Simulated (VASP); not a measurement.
A run of VASP 6.6.1:

Contents of INCAR:

```
SYSTEM = NiO
PREC     = Accurate       ! precision mode
ENCUT    = 520            ! plane-wave cutoff, eV
EDIFF    = 1E-7           ! SCF threshold, eV
ISMEAR   = -1             ! smearing method
SIGMA    = 0.05           ! smearing width, eV
LREAL    = .FALSE.        ! projectors in reciprocal space
LASPH    = .TRUE.         ! aspherical terms in the spheres
NELM     = 150            ! most SCF steps
ALGO     = Normal         ! electronic algorithm
ISIF     = 2              ! what is computed and relaxed
LWAVE    = .FALSE.        ! write WAVECAR
LCHARG   = .TRUE.         ! write CHGCAR
ISPIN    = 2              ! spin polarisation
MAGMOM   = 1 0            ! initial moments
LORBIT   = 11             ! projections on sites
LMAXMIX  = 4              ! l up to which the mixer works
GGA      = B5             ! functional
ALDAX    = 1.0          
AGGAX    = 1.0          
AGGAC    = 1.0          
ALDAC    = 0.0          
IVDW     = 13             ! dispersion correction
VDW_S6   = 1.0          
VDW_S8   = 2.34076671   
VDW_A1   = 0.44488865   
VDW_A2   = 4.0933009    
LELF     = .TRUE.         ! ELF
LVHAR    = .TRUE.       
NBANDS   = 19             ! bands
```

File KPOINTS:

```
Automatic mesh
0
G
  11 11 11
  0 0 0
```

Contents of POSCAR:

```
NiO
1.0
    0.0000000000      2.0433202721      2.0433202721
    2.0433202721      0.0000000000      2.0433202721
    2.0433202721      2.0433202721      0.0000000000
Ni O
1 1
Direct
    0.0000000000      0.0000000000      0.0000000000
    0.5000000000      0.5000000000      0.5000000000
```

Potentials or basis: VASP PAW PBE potentials, release 64 (Ni, O).

Run with:

```console
$ cat potpaw_PBE.64/Ni/POTCAR potpaw_PBE.64/O/POTCAR > POTCAR
$ mpirun -np 1 vasp_std > vasp.out
```

Hardware: 1 thread of Intel(R) Xeon(R) 6975P-C (Granite Rapids), with other jobs on the host.

Problem. Estimate the wall time of this run.

Solution. Run time: 22 s on 1 thread of Intel(R) Xeon(R) 6975P-C (Granite Rapids), on a shared host, peak memory 0.16 GiB. Counts: scf iterations 16, k points 56.
